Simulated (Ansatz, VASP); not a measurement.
Sb: VASP beside Ansatz

```
CELL_PARAMETERS angstrom
0.00000 2.47601 2.47601
2.47601 0.00000 2.47601
2.47601 2.47601 0.00000
ATOMIC_POSITIONS crystal
Sb 0.00000 0.00000 0.00000
```

Alike in both runs: functional BLYP; k mesh 11 × 11 × 11; occupations fermi-dirac, width 0.1 eV; no spin polarisation.

Ansatz relaxed the structure, and its values are those at the end. VASP's run is a single point on that final structure, the one shown.

```csv
,VASP,Ansatz
version,VASP 6.6.1,Ansatz 0.2.0
potentials or method,"VASP PAW PBE potentials, release 64 (Sb), cutoff 520 eV","plane waves (420 eV) with PAW, scalar-relativistic"
valence electrons in the cell,5,15
```

```csv
,VASP,Ansatz,Ansatz less VASP
pressure (GPa),0.1,0.0,-0.10
```

VASP's potentials were made for PBE, not for BLYP. VASP's potentials hold 5 valence electrons a cell and Ansatz's 15, so a difference there can come from the potentials and not from the codes.

Neither program's run includes spin-orbit coupling.
